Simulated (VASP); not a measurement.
# InP (zincblende type) (F-43m) in VASP: notebook

Runs on InP (zincblende type). Level: PBEsol. Tasks: single point.

All numbers are computed with VASP 6.6.1; they aren't measurements. Logs are shortened: lines on timing, memory, paths and dates and some standing lists are left out, and cuts for length are marked.

### 1 The cell of the first run

It takes space group F-43m (No. 216, cubic). Conventional cell: a = 4.817 Å, b = 4.817 Å, c = 4.817 Å, α = 90.00°, β = 90.00°, γ = 90.00°. In (site symmetry -43m) has 4 P at 2.09 Å within 2.8 Å. P (site symmetry -43m) has 4 In at 2.09 Å within 2.8 Å.

### 2 Single point, PBEsol (volume scaled by 0.55)

File INCAR:

```
SYSTEM = InP
PREC = Accurate ; ENCUT = 520
EDIFF = 1E-7 ; ISMEAR = -1
SIGMA = 0.1 ; LREAL = .FALSE.
LASPH = .TRUE. ; NELM = 60
ALGO = Normal ; ISIF = 2
LWAVE = .FALSE. ; LCHARG = .FALSE.
GGA = PS ; NBANDS = 16
```

File KPOINTS:

```
Automatic mesh
0
G
  12 12 12
  0 0 0
```

File POSCAR:

```
InP
1.0
    0.0000000000      2.4085272200      2.4085272200
    2.4085272200      0.0000000000      2.4085272200
    2.4085272200      2.4085272200      0.0000000000
In P
1 1
Direct
    0.0000000000      0.0000000000      0.0000000000
    0.2500000000      0.2500000000      0.2500000000
```

Potentials or basis: VASP PAW PBE potentials, release 64 (In_d, P).

On the command line:

```console
$ cat potpaw_PBE.64/In_d/POTCAR potpaw_PBE.64/P/POTCAR > POTCAR
$ mpirun -np 1 vasp_std > vasp.out
```

OUTCAR:

```text
SYSTEM = InP
   PREC = Accurate
   ENCUT = 520
   EDIFF = 1E-7
   ISMEAR = -1
   LREAL = .FALSE.
   LASPH = .TRUE.
   NELM = 60
   ISIF = 2
   GGA = PS

 ion  position               nearest neighbor table
   1  0.000  0.000  0.000-   2 2.09   2 2.09   2 2.09   2 2.09
   2  0.250  0.250  0.250-   1 2.09   1 2.09   1 2.09   1 2.09

  LATTYP: Found a face centered cubic cell.
 ALAT       =     4.8170544400

  Lattice vectors:

 A1 = (   0.0000000000,   2.4085272200,   2.4085272200)
 A2 = (   2.4085272200,   0.0000000000,   2.4085272200)
 A3 = (   2.4085272200,   2.4085272200,   0.0000000000)

Analysis of symmetry for initial positions (statically):
=====================================================================
 Subroutine PRICEL returns:
 Original cell was already a primitive cell.

 Routine SETGRP: Setting up the symmetry group for a
 face centered cubic supercell.

 Subroutine GETGRP returns: Found 24 space group operations
 (whereof 24 operations were pure point group operations)
 out of a pool of 48 trial point group operations.

The static configuration has the point symmetry T_d .

Analysis of symmetry for dynamics (positions and initial velocities):
=====================================================================
 Subroutine PRICEL returns:
 Original cell was already a primitive cell.

 Routine SETGRP: Setting up the symmetry group for a
 face centered cubic supercell.

 Subroutine GETGRP returns: Found 24 space group operations
 (whereof 24 operations were pure point group operations)
 out of a pool of 48 trial point group operations.

The dynamic configuration has the point symmetry T_d .

 Subroutine INISYM returns: Found 24 space group operations
 (whereof 24 operations are pure point group operations),
 and found     1 'primitive' translations

----------------------------------------------------------------------------------------

                                     Primitive cell

  volume of cell :      27.9437

  direct lattice vectors                    reciprocal lattice vectors
     0.000000000  2.408527220  2.408527220    -0.207595744  0.207595744  0.207595744
     2.408527220  0.000000000  2.408527220     0.207595744 -0.207595744  0.207595744
     2.408527220  2.408527220  0.000000000     0.207595744  0.207595744 -0.207595744

  length of vectors
     3.406171860  3.406171860  3.406171860     0.359566376  0.359566376  0.359566376

  position of ions in fractional coordinates (direct lattice)
     0.000000000  0.000000000  0.000000000
     0.250000000  0.250000000  0.250000000

  ion indices of the primitive-cell ions
   primitive index   ion index
                 1           1
                 2           2

----------------------------------------------------------------------------------------

 KPOINTS: Automatic mesh

Automatic generation of k-mesh.
 Grid dimensions read from file:
 generate k-points for:   12   12   12

 Generating k-lattice:

  Cartesian coordinates                     Fractional coordinates (reciprocal lattice)
    -0.017299645  0.017299645  0.017299645     0.083333333  0.000000000  0.000000000
     0.017299645 -0.017299645  0.017299645     0.000000000  0.083333333  0.000000000
     0.017299645  0.017299645 -0.017299645     0.000000000  0.000000000  0.083333333

  Length of vectors
     0.029963865  0.029963865  0.029963865

  Shift w.r.t. Gamma in fractional coordinates (k-lattice)
     0.000000000  0.000000000  0.000000000

 Subroutine IBZKPT returns following result:
 ===========================================

 Found     72 irreducible k-points:

 Following reciprocal coordinates:
            Coordinates               Weight
  0.000000  0.000000  0.000000      1.000000
  0.083333  0.000000  0.000000      8.000000
  0.166667  0.000000  0.000000      8.000000
  0.250000  0.000000  0.000000      8.000000
  0.333333  0.000000  0.000000      8.000000
  0.416667  0.000000  0.000000      8.000000
[... 16 lines left out ...]
  0.500000  0.166667  0.000000     24.000000
 -0.416667  0.166667  0.000000     24.000000
 [... further k-points ...]
   k-points           NKPTS =     72   k-points in BZ     NKDIM =     72   number of bands    NBANDS=     16
   number of dos      NEDOS =    301   number of ions     NIONS =      2
   total plane-waves  NPLWV =  21952
   dimension x,y,z NGX =    28 NGY =   28 NGZ =   28
   dimension x,y,z NGXF=    56 NGYF=   56 NGZF=   56
   ions per type =               1   1
   NGX,Y,Z   is equivalent  to a cutoff of  13.67, 13.67, 13.67 a.u.
   NGXF,Y,Z  is equivalent  to a cutoff of  27.33, 27.33, 27.33 a.u.
 SYSTEM =  InP
   PREC   = accura    normal or accurate (medium, high low for compatibility)
   ISTART =      0    job   : 0-new  1-cont  2-samecut
   ICHARG =      2    charge: 1-file 2-atom 10-const
   ISPIN  =      1    spin polarized calculation?
   LNONCOLLINEAR =      F non collinear calculations
   LSORBIT =      F    spin-orbit coupling
   LASPH  =      T    aspherical Exc in radial PAW
   ENCUT  =  520.0 eV  38.22 Ry    6.18 a.u.   6.33  6.33  6.33*2*pi/ulx,y,z
   NELM   =     60;   NELMIN=  2; NELMDL= -5     # of ELM steps
   EDIFF  = 0.1E-06   stopping-criterion for ELM
   LREAL  =      F    real-space projection
   EDIFFG = 0.1E-05   stopping-criterion for IOM
   NSW    =      0    number of steps for IOM
   IBRION =     -1    ionic relax: 0-MD 1-quasi-New 2-CG
   NFREE  =      0    steps in history (QN), initial steepest desc. (CG)
   ISIF   =      2    stress and relaxation
   ISYM   =      2    0-nonsym 1-usesym 2-fastsym
   POTIM  = 0.5000    time-step for ionic-motion
   TEBEG  =    0.0;   TEEND  =   0.0 temperature during run
   PSTRESS=    0.0 pullay stress
   NELECT =      18.0000    total number of electrons
   NUPDOWN=      -1.0000    fix difference up-down
   EMIN   =  10.00;   EMAX   =-10.00  energy-range for DOS
   EFERMI =   0.00;   METHOD = LEGACY
   ISMEAR =    -1;   SIGMA  =   0.10  broadening in eV -4-tet -1-fermi 0-gaus
   EFERMI_NEDOS =   21; number of points for ismear=-14 and -15
   IALGO  =     38    algorithm
   IMIX   =      4    mixing-type and parameters
     AMIX     =   0.40;   BMIX     =  1.00
     AMIX_MAG =   1.60;   BMIX_MAG =  1.00
  volume/ion in A,a.u.               =      13.97        94.29
  Fermi-wavevector in a.u.,A,eV,Ry     =   1.413853  2.671794 27.197760  1.998979
  Thomas-Fermi vector in A             =   2.535455
   LORBIT       =      0    0 simple, 1 ext, 2 COOP (PROOUT), +10 PAW based schemes
   GGA     = PS    functional components
   LHFCALC =     F    Hartree Fock is set to
   AEXX    =    0.0000 exact exchange contribution
   IVDW    =     0    specifies the selected vdW correction
   LEPSILON=     F    determine dielectric tensor
   LRPA    =     F    only Hartree local field effects (RPA)
 non-spin polarized calculation
  energy-cutoff  :      520.00
  volume of cell :       27.94
 maximum number of plane-waves:       769
 NGX is ok and might be reduce to    28

 number of electron      17.9999996 magnetization

 Free energy of the ion-electron system (eV)
  ---------------------------------------------------
  ext. energy  EPLUGINS =         0.00000000
  ---------------------------------------------------
  free energy    TOTEN  =        -2.94874870 eV

  energy without entropy =       -2.94637195  energy(sigma->0) =       -2.94756033

 E-fermi :  14.4405     XC(G=0): -12.3439

 val. band max:       14.2080002122   @ k =  -0.0833   0.0833   0.0000
 cond. band min:      14.4409573996   @ k =   0.0000   0.0000   0.0000
 fundamental gap:      0.2329571873
 Fermi energy:        14.4405213595

 k-point     1 :       0.0000    0.0000    0.0000
  band No.  band energies     occupation
      1      -3.2415      2.00000
      2      -3.1584      2.00000
      3      -3.1584      2.00000
      4      -3.1584      2.00000
      5      -2.4109      2.00000
      6      -2.4109      2.00000
[... 8 lines left out ...]
     15      24.3840      0.00000
     16      25.3931      0.00000

 k-point     2 :       0.0833    0.0000    0.0000
  band No.  band energies     occupation
      1      -3.4031      2.00000
      2      -3.1396      2.00000
      3      -3.1396      2.00000
      4      -2.8675      2.00000
      5      -2.4126      2.00000
      6      -2.4126      2.00000
[... 8 lines left out ...]
     15      23.6234      0.00000
     16      25.2299      0.00000

 k-point     3 :       0.1667    0.0000    0.0000
  band No.  band energies     occupation
      1      -3.5423      2.00000
      2      -3.0918      2.00000
      3      -3.0918      2.00000
      4      -2.4129      2.00000
      5      -2.4129      2.00000
      6      -2.3372      2.00000
[... 8 lines left out ...]
     15      22.8657      0.00000
     16      24.8508      0.00000

 k-point     4 :       0.2500    0.0000    0.0000
  band No.  band energies     occupation
      1      -3.6579      2.00000
      2      -3.0362      2.00000
      3      -3.0362      2.00000
      4      -2.4006      2.00000
      5      -2.4006      2.00000
      6      -1.5614      2.00000
[... 8 lines left out ...]
     15      22.9036      0.00000
     16      24.7772      0.00000
[... 324 lines left out ...]
 k-point    22 :       0.4167    0.1667    0.0000
  band No.  band energies     occupation
      1      -3.7740      2.00000
      2      -2.9391      2.00000
      3      -2.8707      2.00000
      4      -2.5406      2.00000
      5      -2.2918      2.00000
      6       0.3140      2.00000
[... 8 lines left out ...]
     15      25.5690      0.00000
     16      27.7289      0.00000

 k-point    23 :       0.5000    0.1667    0.0000
  band No.  band energies     occupation
      1      -3.8004      2.00000
      2      -2.9433      2.00000
      3      -2.8610      2.00000
      4      -2.4777      2.00000
      5      -2.3025      2.00000
      6       1.4732      2.00000
[... 8 lines left out ...]
     15      25.7828      0.00000
     16      28.2122      0.00000

 k-point    24 :      -0.4167    0.1667    0.0000
  band No.  band energies     occupation
      1      -3.7982      2.00000
      2      -2.9502      2.00000
      3      -2.8677      2.00000
      4      -2.4245      2.00000
      5      -2.3463      2.00000
      6       1.7680      2.00000
[... 8 lines left out ...]
     15      24.7301      0.00000
     16      27.4482      0.00000

 [... further k-points ...]
[... 5 lines left out ...]
  --------------------------------------------------------------------------------------
  -------------------------------------------------------------------------------------
  Total       25.7207017     25.7207017     25.7207017     -0.0000000      0.0000000      0.0000000
  in kB     1474.7171227   1474.7171227   1474.7171227     -0.0000000      0.0000000      0.0000000
  external PRESSURE =    1474.7171227 kB  Pullay stress =       0.0000000 kB

 VOLUME and BASIS-vectors are now :
 -----------------------------------------------------------------------------
  energy-cutoff  :      520.00
  volume of cell :       27.94
      direct lattice vectors                 reciprocal lattice vectors
     0.000000000  2.408527220  2.408527220    -0.207595744  0.207595744  0.207595744
     2.408527220  0.000000000  2.408527220     0.207595744 -0.207595744  0.207595744
     2.408527220  2.408527220  0.000000000     0.207595744  0.207595744 -0.207595744

 POSITION                                       TOTAL-FORCE (eV/Angst)
 -----------------------------------------------------------------------------------
      0.00000      0.00000      0.00000        -0.000000     -0.000000     -0.000000
      1.20426      1.20426      1.20426         0.000000      0.000000      0.000000
 -----------------------------------------------------------------------------------
    total drift:                               -0.000001     -0.000001     -0.000001

  FREE ENERGIE OF THE ION-ELECTRON SYSTEM (eV)
  ---------------------------------------------------
  free  energy   TOTEN  =        -2.9487486984 eV

  energy  without entropy=       -2.9463719549  energy(sigma->0) =       -2.94756033
```

It took 19 s on 1 thread of Intel Xeon 6975P-C (Granite Rapids), shared host; peak memory 0.17 GiB.

Results:

| Item | Value |
| --- | --- |
| Free energy | -2.9487 eV |
| Pressure | 147.5 GPa |

Caveat: the PAW data sets were made with another functional, which shifts forces and pressure a little; spin-orbit coupling is left out, which moves the levels of the heavy elements.

### 3 Single point, PBEsol (volume scaled by 0.55)

File INCAR:

```
PREC     = Accurate       # precision mode
ENCUT    = 520            # plane-wave cutoff, eV
EDIFF    = 1E-6           # SCF threshold, eV
ISMEAR   = -1             # smearing method
SIGMA    = 0.1            # smearing width, eV
LREAL    = F              # projectors in reciprocal space
LASPH    = T              # aspherical terms in the spheres
NELM     = 80             # most SCF steps
ALGO     = Normal         # electronic algorithm
ISIF     = 2              # what is computed and relaxed
LWAVE    = F              # write WAVECAR
LCHARG   = T              # write CHGCAR
GGA      = PS             # functional
LELF     = T              # ELF
LVHAR    = T            
NBANDS   = 16             # bands
```

File KPOINTS:

```
Automatic mesh
0
Gamma
  12 12 12
```

POSCAR is that of step 2.

Potentials or basis: VASP PAW PBE potentials, release 64 (In_d, P).

On the command line:

```console
$ cat potpaw_PBE.64/In_d/POTCAR potpaw_PBE.64/P/POTCAR > POTCAR
$ mpirun -np 1 vasp_std > vasp.out
```

OUTCAR:

```text
PREC = Accurate
   ENCUT = 520
   EDIFF = 1E-6
   ISMEAR = -1
   LREAL = F
   LASPH = T
   NELM = 80
   ISIF = 2
   GGA = PS

 ion  position               nearest neighbor table
   1  0.000  0.000  0.000-   2 2.09   2 2.09   2 2.09   2 2.09
   2  0.250  0.250  0.250-   1 2.09   1 2.09   1 2.09   1 2.09

  LATTYP: Found a face centered cubic cell.
 ALAT       =     4.8170544400

  Lattice vectors:

[... 189 lines left out ...]
      3      -3.1585      2.00000
      4      -3.1585      2.00000
      5      -2.4110      2.00000
      6      -2.4110      2.00000
[... 433 lines left out ...]
      3      -2.8678      2.00000
      4      -2.4246      2.00000
      5      -2.3464      2.00000
      6       1.7679      2.00000
[... 8 lines left out ...]
     15      24.7301      0.00000
     16      27.4482      0.00000

 [... further k-points ...]
[... 5 lines left out ...]
  --------------------------------------------------------------------------------------
  -------------------------------------------------------------------------------------
  Total       25.7139885     25.7139885     25.7139885      0.0000000     -0.0000000      0.0000000
  in kB     1474.3322183   1474.3322183   1474.3322183      0.0000000     -0.0000000      0.0000000
  external PRESSURE =    1474.3322183 kB  Pullay stress =       0.0000000 kB

 VOLUME and BASIS-vectors are now :
 -----------------------------------------------------------------------------
  energy-cutoff  :      520.00
  volume of cell :       27.94
      direct lattice vectors                 reciprocal lattice vectors
     0.000000000  2.408527220  2.408527220    -0.207595744  0.207595744  0.207595744
     2.408527220  0.000000000  2.408527220     0.207595744 -0.207595744  0.207595744
     2.408527220  2.408527220  0.000000000     0.207595744  0.207595744 -0.207595744

 POSITION                                       TOTAL-FORCE (eV/Angst)
 -----------------------------------------------------------------------------------
      0.00000      0.00000      0.00000        -0.000000     -0.000000     -0.000000
      1.20426      1.20426      1.20426         0.000000      0.000000      0.000000
 -----------------------------------------------------------------------------------
    total drift:                               -0.000001     -0.000001     -0.000001

  FREE ENERGIE OF THE ION-ELECTRON SYSTEM (eV)
  ---------------------------------------------------
  free  energy   TOTEN  =        -2.9487489776 eV

  energy  without entropy=       -2.9463730366  energy(sigma->0) =       -2.94756101
```

Run time: 21 s. Hardware: 1 thread of Intel Xeon 6975P-C (Granite Rapids), shared host; peak memory 0.17 GiB.

What came out:

```yaml
Free_energy: -2.9487 eV
Pressure: 147.4 GPa
```

Levels at points of the mesh, in eV from the Fermi level:
```
           k point  band 7  band 8  band 9  band 10  band 11  band 12
(0.00, 0.00, 0.00)    0.00    0.00    0.00     2.80     2.99     2.99
(0.50, 0.00, 0.00)  -10.77   -2.41   -2.41     2.09     3.89     3.89
(0.50, 0.50, 0.00)   -9.59   -5.45   -5.45     0.10     0.83     9.84
```

Caveat: the PAW data sets were made with another functional, which shifts forces and pressure a little; spin-orbit coupling is left out, which moves the levels of the heavy elements.
